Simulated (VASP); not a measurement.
A run of VASP 6.6.1 is set up as follows.

Contents of INCAR:

```
ALGO = Normal
EDIFF = 1E-6
EDIFFG = -0.005
ENCUT = 600
GGA = PE
IBRION = 2
ISIF = 3
ISMEAR = 0
IVDW = 12
LASPH = True
LCHARG = False
LREAL = False
LWAVE = False
NELM = 100
NSW = 100
PREC = Accurate
SIGMA = 0.02
```

KPOINTS

```
k-points
0
Gamma
  4 4 4
```

File POSCAR:

```
N
1.0
    5.5605176600      0.0000000000      0.0000000000
    0.0000000000      5.5605176600      0.0000000000
    0.0000000000      0.0000000000      5.5605176600
N
8
Direct
    0.0573973300      0.0573973300      0.0573973300
    0.4426026700      0.9426026700      0.5573973300
    0.5573973300      0.4426026700      0.9426026700
    0.9426026700      0.5573973300      0.4426026700
    0.9426026700      0.9426026700      0.9426026700
    0.5573973300      0.0573973300      0.4426026700
    0.4426026700      0.5573973300      0.0573973300
    0.0573973300      0.4426026700      0.5573973300
```

Potentials or basis: VASP PAW PBE potentials, release 64 (N).

Run with:

```console
$ cat potpaw_PBE.64/N/POTCAR > POTCAR
$ mpirun -np 1 vasp_std > vasp.out
```

(1) What does it give for the space group after relaxing (to 0.05 Å)?

(2) What does it give for the band gap on the k mesh?

(3) What does it give for the relaxed volume?

Results:

(1) Pa-3 (No. 205).

(2) 7.17 eV, indirect (least direct gap 7.20 eV).

(3) 21.52 Å³/atom.

Caveat: the standard files for N, O and F lose accuracy on very short bonds.
